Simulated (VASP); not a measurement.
# AlP (F-43m) in VASP: further runs

The runs below take AlP through single point, with PBE.

All numbers are computed with VASP 6.6.1; they aren't measurements. Logs are shortened: lines on timing, memory, paths and dates and some standing lists are left out, and cuts for length are marked.

**1. The cell of the first run**

The structure is cubic, space group F-43m (No. 216). Conventional cell: a = 5.395 Å, b = 5.395 Å, c = 5.395 Å, α = 90.00°, β = 90.00°, γ = 90.00°. Within 3.1 Å of Al (site symmetry -43m) lie 4 P at 2.34 Å. Within 3.1 Å of P (site symmetry -43m) lie 4 Al at 2.34 Å.

**2. Single point, PBE (volume changed by -6%)**

Input file INCAR:

```
SYSTEM = AlP
PREC = Accurate
ENCUT = 500
EDIFF = 1E-6
ISMEAR = 0
SIGMA = 0.01
LREAL = .False.
LASPH = .True.
NELM = 120
ALGO = Normal
ISIF = 2
LWAVE = .False.
LCHARG = .False.
GGA = PE
NBANDS = 11
GGA_COMPAT = .False.
```

Input file KPOINTS:

```
regular mesh
0
Gamma
  6 6 6
  0 0 0
```

Input file POSCAR:

```
AlP
1.0
    0.0000000000      2.6975750728      2.6975750728
    2.6975750728      0.0000000000      2.6975750728
    2.6975750728      2.6975750728      0.0000000000
Al P
1 1
Direct
    0.0000000000      0.0000000000      0.0000000000
    0.2500000000      0.2500000000      0.2500000000
```

Potentials or basis: VASP PAW PBE potentials, release 64 (Al, P).

The run is started by

```console
cat potpaw_PBE.64/Al/POTCAR potpaw_PBE.64/P/POTCAR > POTCAR
mpirun -np 1 vasp_std > vasp.out
```

OUTCAR:

```text
SYSTEM = AlP
   PREC = Accurate
   ENCUT = 500
   EDIFF = 1E-6
   ISMEAR = 0
   LREAL = .False.
   LASPH = .True.
   NELM = 120
   ISIF = 2
   GGA = PE

 ion  position               nearest neighbor table
   1  0.000  0.000  0.000-   2 2.34   2 2.34   2 2.34   2 2.34
   2  0.250  0.250  0.250-   1 2.34   1 2.34   1 2.34   1 2.34

  LATTYP: Found a face centered cubic cell.
 ALAT       =     5.3951501456

  Lattice vectors:

 A1 = (   0.0000000000,   2.6975750728,   2.6975750728)
 A2 = (   2.6975750728,   0.0000000000,   2.6975750728)
 A3 = (   2.6975750728,   2.6975750728,   0.0000000000)

Analysis of symmetry for initial positions (statically):
=====================================================================
 Subroutine PRICEL returns:
 Original cell was already a primitive cell.

 Routine SETGRP: Setting up the symmetry group for a
 face centered cubic supercell.

 Subroutine GETGRP returns: Found 24 space group operations
 (whereof 24 operations were pure point group operations)
 out of a pool of 48 trial point group operations.

The static configuration has the point symmetry T_d .

Analysis of symmetry for dynamics (positions and initial velocities):
=====================================================================
 Subroutine PRICEL returns:
 Original cell was already a primitive cell.

 Routine SETGRP: Setting up the symmetry group for a
 face centered cubic supercell.

 Subroutine GETGRP returns: Found 24 space group operations
 (whereof 24 operations were pure point group operations)
 out of a pool of 48 trial point group operations.

The dynamic configuration has the point symmetry T_d .

 Subroutine INISYM returns: Found 24 space group operations
 (whereof 24 operations are pure point group operations),
 and found     1 'primitive' translations

----------------------------------------------------------------------------------------

                                     Primitive cell

  volume of cell :      39.2600

  direct lattice vectors                    reciprocal lattice vectors
     0.000000000  2.697575073  2.697575073    -0.185351653  0.185351653  0.185351653
     2.697575073  0.000000000  2.697575073     0.185351653 -0.185351653  0.185351653
     2.697575073  2.697575073  0.000000000     0.185351653  0.185351653 -0.185351653

  length of vectors
     3.814947253  3.814947253  3.814947253     0.321038481  0.321038481  0.321038481

  position of ions in fractional coordinates (direct lattice)
     0.000000000  0.000000000  0.000000000
     0.250000000  0.250000000  0.250000000

  ion indices of the primitive-cell ions
   primitive index   ion index
                 1           1
                 2           2

----------------------------------------------------------------------------------------

 KPOINTS: regular mesh

Automatic generation of k-mesh.
 Grid dimensions read from file:
 generate k-points for:    6    6    6

 Generating k-lattice:

  Cartesian coordinates                     Fractional coordinates (reciprocal lattice)
    -0.030891942  0.030891942  0.030891942     0.166666667  0.000000000  0.000000000
     0.030891942 -0.030891942  0.030891942     0.000000000  0.166666667  0.000000000
     0.030891942  0.030891942 -0.030891942     0.000000000  0.000000000  0.166666667

  Length of vectors
     0.053506414  0.053506414  0.053506414

  Shift w.r.t. Gamma in fractional coordinates (k-lattice)
     0.000000000  0.000000000  0.000000000

 Subroutine IBZKPT returns following result:
 ===========================================

 Found     16 irreducible k-points:

 Following reciprocal coordinates:
            Coordinates               Weight
  0.000000  0.000000  0.000000      1.000000
  0.166667  0.000000  0.000000      8.000000
  0.333333  0.000000  0.000000      8.000000
  0.500000  0.000000  0.000000      4.000000
  0.166667  0.166667  0.000000      6.000000
  0.333333  0.166667  0.000000     24.000000
[... 8 lines left out ...]
 -0.333333  0.333333  0.166667     24.000000
 -0.333333  0.500000  0.166667     12.000000
   k-points           NKPTS =     16   k-points in BZ     NKDIM =     16   number of bands    NBANDS=     11
   number of dos      NEDOS =    301   number of ions     NIONS =      2
   total plane-waves  NPLWV =  21952
   dimension x,y,z NGX =    28 NGY =   28 NGZ =   28
   dimension x,y,z NGXF=    56 NGYF=   56 NGZF=   56
   ions per type =               1   1
   NGX,Y,Z   is equivalent  to a cutoff of  12.20, 12.20, 12.20 a.u.
   NGXF,Y,Z  is equivalent  to a cutoff of  24.40, 24.40, 24.40 a.u.
 SYSTEM =  AlP
   PREC   = accura    normal or accurate (medium, high low for compatibility)
   ISTART =      0    job   : 0-new  1-cont  2-samecut
   ICHARG =      2    charge: 1-file 2-atom 10-const
   ISPIN  =      1    spin polarized calculation?
   LNONCOLLINEAR =      F non collinear calculations
   LSORBIT =      F    spin-orbit coupling
   LASPH  =      T    aspherical Exc in radial PAW
   ENCUT  =  500.0 eV  36.75 Ry    6.06 a.u.   6.96  6.96  6.96*2*pi/ulx,y,z
   NELM   =    120;   NELMIN=  2; NELMDL= -5     # of ELM steps
   EDIFF  = 0.1E-05   stopping-criterion for ELM
   LREAL  =      F    real-space projection
   EDIFFG = 0.1E-04   stopping-criterion for IOM
   NSW    =      0    number of steps for IOM
   IBRION =     -1    ionic relax: 0-MD 1-quasi-New 2-CG
   NFREE  =      0    steps in history (QN), initial steepest desc. (CG)
   ISIF   =      2    stress and relaxation
   ISYM   =      2    0-nonsym 1-usesym 2-fastsym
   POTIM  = 0.5000    time-step for ionic-motion
   TEBEG  =    0.0;   TEEND  =   0.0 temperature during run
   PSTRESS=    0.0 pullay stress
   NELECT =       8.0000    total number of electrons
   NUPDOWN=      -1.0000    fix difference up-down
   EMIN   =  10.00;   EMAX   =-10.00  energy-range for DOS
   EFERMI =   0.00;   METHOD = LEGACY
   ISMEAR =     0;   SIGMA  =   0.01  broadening in eV -4-tet -1-fermi 0-gaus
   EFERMI_NEDOS =   21; number of points for ismear=-14 and -15
   IALGO  =     38    algorithm
   IMIX   =      4    mixing-type and parameters
     AMIX     =   0.40;   BMIX     =  1.00
     AMIX_MAG =   1.60;   BMIX_MAG =  1.00
  volume/ion in A,a.u.               =      19.63       132.47
  Fermi-wavevector in a.u.,A,eV,Ry     =   0.963359  1.820484 12.627019  0.928060
  Thomas-Fermi vector in A             =   2.092897
   LORBIT       =      0    0 simple, 1 ext, 2 COOP (PROOUT), +10 PAW based schemes
   GGA     = PE    functional components
   LHFCALC =     F    Hartree Fock is set to
   AEXX    =    0.0000 exact exchange contribution
   IVDW    =     0    specifies the selected vdW correction
   LEPSILON=     F    determine dielectric tensor
   LRPA    =     F    only Hartree local field effects (RPA)
 non-spin polarized calculation
 Gauss-broadening in eV      SIGMA  =   0.01
  energy-cutoff  :      500.00
  volume of cell :       39.26
 maximum number of plane-waves:      1018
   NGX = 13   NGY = 13   NGZ = 13

 number of electron       7.9999999 magnetization

 Free energy of the ion-electron system (eV)
  ---------------------------------------------------
  ext. energy  EPLUGINS =         0.00000000
  ---------------------------------------------------
  free energy    TOTEN  =       -10.32682350 eV

  energy without entropy =      -10.32682350  energy(sigma->0) =      -10.32682350

 E-fermi :   4.9699     XC(G=0):  -9.3470

 val. band max:        4.9190037882   @ k =   0.0000   0.0000   0.0000
 cond. band min:       6.4217358429   @ k =   0.5000   0.5000   0.0000
 fundamental gap:      1.5027320547
 Fermi energy:         4.9699453326

 k-point     1 :       0.0000    0.0000    0.0000
  band No.  band energies     occupation
      1      -6.7967      2.00000
      2       4.9190      2.00000
      3       4.9190      2.00000
      4       4.9190      2.00000
      5       8.5338      0.00000
      6       9.5273      0.00000
      7       9.5273      0.00000
      8       9.5273      0.00000
      9      13.7912      0.00000
     10      13.7912      0.00000
     11      15.4629      0.00000

 k-point     2 :       0.1667    0.0000    0.0000
  band No.  band energies     occupation
      1      -6.4807      2.00000
      2       3.0198      2.00000
      3       4.6685      2.00000
      4       4.6685      2.00000
      5       8.7130      0.00000
      6       9.9746      0.00000
      7       9.9746      0.00000
      8      10.7894      0.00000
      9      13.1354      0.00000
     10      13.1354      0.00000
     11      15.9420      0.00000

 k-point     3 :       0.3333    0.0000    0.0000
  band No.  band energies     occupation
      1      -5.6526      2.00000
      2       0.4741      2.00000
      3       4.2873      2.00000
      4       4.2873      2.00000
      5       8.1086      0.00000
      6       9.9932      0.00000
      7       9.9932      0.00000
      8      13.0438      0.00000
      9      14.1251      0.00000
     10      14.1251      0.00000
     11      15.4628      0.00000

 k-point     4 :       0.5000    0.0000    0.0000
  band No.  band energies     occupation
      1      -5.0269      2.00000
      2      -0.7729      2.00000
      3       4.1343      2.00000
      4       4.1343      2.00000
      5       7.8672      0.00000
      6       9.7434      0.00000
      7       9.7434      0.00000
      8      13.2885      0.00000
      9      16.5639      0.00000
     10      16.5639      0.00000
     11      17.0847      0.00000
[... 127 lines left out ...]
 k-point    14 :       0.5000    0.3333    0.1667
  band No.  band energies     occupation
      1      -4.9935      2.00000
      2       0.4142      2.00000
      3       2.1422      2.00000
      4       3.2665      2.00000
      5       8.7860      0.00000
      6       9.8110      0.00000
      7      10.5310      0.00000
      8      13.2980      0.00000
      9      14.4538      0.00000
     10      16.6480      0.00000
     11      18.5801      0.00000

 k-point    15 :      -0.3333    0.3333    0.1667
  band No.  band energies     occupation
      1      -4.4996      2.00000
      2      -0.1869      2.00000
      3       1.6754      2.00000
      4       2.8557      2.00000
      5       8.9767      0.00000
      6       9.9753      0.00000
      7      11.9460      0.00000
      8      12.6717      0.00000
      9      14.0062      0.00000
     10      17.0818      0.00000
     11      18.1080      0.00000

 k-point    16 :      -0.3333    0.5000    0.1667
  band No.  band energies     occupation
      1      -4.2846      2.00000
      2      -0.2283      2.00000
      3       1.8919      2.00000
      4       2.1410      2.00000
      5       8.2214      0.00000
      6       9.2791      0.00000
      7      12.7183      0.00000
      8      13.0781      0.00000
      9      16.4589      0.00000
     10      17.0719      0.00000
     11      18.4934      0.00000

------------------------ aborting loop because EDIFF is reached ----------------------------------------

  FORCE on cell =-STRESS in cart. coord.  units (eV):
  Direction    XX          YY          ZZ          XY          YZ          ZX
  --------------------------------------------------------------------------------------
  -------------------------------------------------------------------------------------
  Total        1.4118779      1.4118779      1.4118779      0.0000000     -0.0000000      0.0000000
  in kB       57.6178570     57.6178570     57.6178570      0.0000000     -0.0000000      0.0000000
  external PRESSURE =      57.6178570 kB  Pullay stress =       0.0000000 kB

 VOLUME and BASIS-vectors are now :
 -----------------------------------------------------------------------------
  energy-cutoff  :      500.00
  volume of cell :       39.26
      direct lattice vectors                 reciprocal lattice vectors
     0.000000000  2.697575073  2.697575073    -0.185351653  0.185351653  0.185351653
     2.697575073  0.000000000  2.697575073     0.185351653 -0.185351653  0.185351653
     2.697575073  2.697575073  0.000000000     0.185351653  0.185351653 -0.185351653

 POSITION                                       TOTAL-FORCE (eV/Angst)
 -----------------------------------------------------------------------------------
      0.00000      0.00000      0.00000        -0.000000     -0.000000     -0.000000
      1.34879      1.34879      1.34879         0.000000      0.000000      0.000000
 -----------------------------------------------------------------------------------
    total drift:                                0.000000      0.000000      0.000000

  FREE ENERGIE OF THE ION-ELECTRON SYSTEM (eV)
  ---------------------------------------------------
  free  energy   TOTEN  =       -10.3268235046 eV

  energy  without entropy=      -10.3268235046  energy(sigma->0) =      -10.32682350
```

Wall time 4 s (1 thread of AMD EPYC 9R45 (Zen 5), shared host); peak memory 0.12 GiB.

What came out:

```yaml
Free_energy: -10.3268 eV
Pressure: 5.8 GPa
Band_gap_on_the_k_mesh: 1.50 eV, indirect (least direct gap 3.61 eV)
```

(Part 1 of 2 ends here.)
